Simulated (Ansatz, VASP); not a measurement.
# One calculation of Mg, two programs

```
CELL_PARAMETERS angstrom
-1.77276 1.77276 1.77276
1.77276 -1.77276 1.77276
1.77276 1.77276 -1.77276
ATOMIC_POSITIONS crystal
Mg 0.00000 0.00000 0.00000
```

Alike in both runs: task relaxation of cell and atoms; functional PBE; dispersion D4; k mesh 11 × 11 × 11; occupations fermi-dirac, width 0.05 eV; no spin polarisation.

```csv
,VASP,Ansatz
version,VASP 6.6.1,Ansatz 0.2.0
potentials or method,"VASP PAW PBE potentials, release 64 (Mg)",Ansatz PAW
plane-wave cutoff (eV),600,420
valence electrons in the cell,2,10
```

```tsv
	VASP	Ansatz	Ansatz less VASP
gap on the k mesh at the Fermi level, each at its own relaxed structure (eV)	none	none	-
relaxed volume (Å³/atom)	22.26	22.26	+0.005
relaxed length of the cell vector where the two differ most in proportion (Å)	3.069	3.069	+0.0002
```

A gap of «none» marks a metal or a gap that the smearing closes. VASP's potentials hold 2 valence electrons a cell and Ansatz's 10, so a difference there can come from the potentials and not from the codes.

Noted on Ansatz's run: the plane-wave basis is chosen anew once the cell has moved, so the energies of steps on either side of that aren't comparable.
